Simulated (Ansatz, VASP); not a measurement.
**Se: VASP beside Ansatz**

```
CELL_PARAMETERS angstrom
1.84619 1.06590 6.00123
-1.84619 1.06590 6.00123
0.00000 -2.13180 6.00123
ATOMIC_POSITIONS crystal
Se 0.00000 0.00000 0.00000
Se 0.24613 0.24613 0.24613
Se 0.75387 0.75387 0.75387
```

Alike in both runs: functional PBEsol; k mesh 15 × 15 × 15; occupations gaussian, width 0.1 eV; no spin polarisation.

Ansatz relaxed the structure, and its values are those at the end. VASP's run is a single point on that final structure, the one shown.

|  | VASP | Ansatz |
| --- | --- | --- |
| version | VASP 6.6.1 | Ansatz 0.2.0 |
| potentials or method | VASP PAW PBE potentials, release 64 (Se), cutoff 520 eV | scalar-relativistic, plane waves, PAW |
| valence electrons in the cell | 18 | 48 |

VASP gave:

- gap on the k mesh at the Fermi level (eV): 0.18
- least direct gap on the mesh (eV): 0.48
- pressure (GPa): 0.1
- rms of the force components (eV/Å): 0.006

Task: Which values does Ansatz return?

Result: gap on the k mesh at the Fermi level (eV): 0.19; least direct gap on the mesh (eV): 0.48; pressure (GPa): 0.0; rms of the force components (eV/Å): 0.002.

VASP's potentials were made for PBE, not for PBEsol. With one functional, cell and mesh, what is left measures potentials, basis and numerics. VASP's potentials hold 18 valence electrons a cell and Ansatz's 48, so a difference there can come from the potentials and not from the codes.
